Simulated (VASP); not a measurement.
A run of VASP 6.6.1:

Contents of INCAR:

```
PREC = Accurate ; ENCUT = 520
EDIFF = 1E-6 ; ISMEAR = 0
SIGMA = 0.02 ; LREAL = F
LASPH = T ; NELM = 60
ALGO = Normal ; ISIF = 2
LWAVE = F ; LCHARG = F
GGA = PE ; NBANDS = 50
```

Contents of KPOINTS:

```
regular mesh
0
Gamma
  4 8 8
```

Contents of POSCAR:

```
PbO
1.0
   12.7706508415      0.0000000000      0.0000000000
    0.0000000000      3.5882125692      0.0000000000
    0.0000000000      0.0000000000      3.7637808625
Pb O
4 4
Direct
    0.1430463172      0.2500000000      0.1912985724
    0.8569536828      0.7500000000      0.8087014276
    0.3569536828      0.7500000000      0.6912985724
    0.6430463172      0.2500000000      0.3087014276
    0.8156262784      0.2500000000      0.4309164619
    0.1843737216      0.7500000000      0.5690835381
    0.6843737216      0.7500000000      0.9309164619
    0.3156262784      0.2500000000      0.0690835381
```

Potentials or basis: VASP PAW PBE potentials, release 64 (Pb_d, O).

Run with:

```sh
$ cat potpaw_PBE.64/Pb_d/POTCAR potpaw_PBE.64/O/POTCAR > POTCAR
$ mpirun -np 1 vasp_std > vasp.out
```

Hardware: 1 thread of Intel Xeon 8259CL, on a shared host.

Estimate the wall time of this run.

It took 18 min on 1 thread of Intel Xeon 8259CL (shared host), peak memory 0.57 GiB. Counts: scf iterations 16, k points 75.
